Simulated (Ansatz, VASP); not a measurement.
# One calculation of ZnO, two programs

```
Zn O
1.0
     3.24940    0.00000    0.00000
    -1.62470    2.81406    0.00000
     0.00000    0.00000    5.20380
Zn O
2 2
Direct
  0.33333 0.66667 0.00000
  0.66667 0.33333 0.50000
  0.33333 0.66667 0.38300
  0.66667 0.33333 0.88300
```

Alike in both runs: task single point; functional LDA; k mesh 6 × 6 × 4; occupations gaussian, width 0.1 eV; no spin polarisation.

|  | VASP | Ansatz |
| --- | --- | --- |
| version | VASP 6.6.1 | Ansatz 0.2.0 |
| potentials or method | VASP PAW LDA potentials, release 64 (Zn, O), cutoff 520 eV | scalar-relativistic, plane waves, PAW |
| valence electrons in the cell | 36 | 36 |

VASP gave:

| Item | Value |
| --- | --- |
| gap on the k mesh at the Fermi level (eV) | 0.74 |
| least direct gap on the mesh (eV) | 0.74 |
| pressure (GPa) | -6.1 |
| traceless stress, the component that is largest in VASP (GPa) | 0.15 |
| rms of the force components (eV/Å) | 0.039 |

Task: Which values does Ansatz return?

Result: gap on the k mesh at the Fermi level (eV): 0.73; least direct gap on the mesh (eV): 0.73; pressure (GPa): -7.0; traceless stress, the component that is largest in VASP (GPa): 0.19; rms of the force components (eV/Å): 0.037.

Ansatz warns that its potentials were made for another functional, while VASP's fit it. LDA's correlation is that of Perdew and Zunger in VASP and of Perdew and Wang (1992) in Ansatz. Atom by atom the forces differ by 0.002 eV/Å (rms over components).
